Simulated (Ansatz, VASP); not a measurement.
# Two plane-wave programs on Cd

```
CELL_PARAMETERS angstrom
0.00000 3.06816 3.06816
3.06816 0.00000 3.06816
3.06816 3.06816 0.00000
ATOMIC_POSITIONS crystal
Cd 0.91250 0.86250 0.86250
Cd 0.08750 0.13750 0.13750
```

Change from the starting cell: shortest bond scaled by 1.1, PAW files.

Alike in both runs: task single point; functional LDA; k mesh 9 × 9 × 9; occupations fermi-dirac, width 0.05 eV; no spin polarisation.

|  | VASP | Ansatz |
| --- | --- | --- |
| version | VASP 6.6.1 | Ansatz 0.2.0 |
| potentials or method | VASP PAW LDA potentials, release 64 (Cd) | PAW with Ansatz's default frozen-core files, scalar-relativistic |
| plane-wave cutoff (eV) | 520 | 420 |
| valence electrons in the cell | 24 | 40 |

```csv
,VASP,Ansatz,Ansatz less VASP
pressure (GPa),4.8,4.2,-0.62
"traceless stress, the component that is largest in VASP (GPa)",3.34,3.15,-0.192
rms of the force components (eV/Å),0.429,0.406,-0.0238
```

LDA's correlation is that of Perdew and Zunger in VASP and of Perdew and Wang (1992) in Ansatz. Atom by atom the forces differ by 0.024 eV/Å (rms over components). VASP's potentials hold 24 valence electrons a cell and Ansatz's 40, so a difference there can come from the potentials and not from the codes.
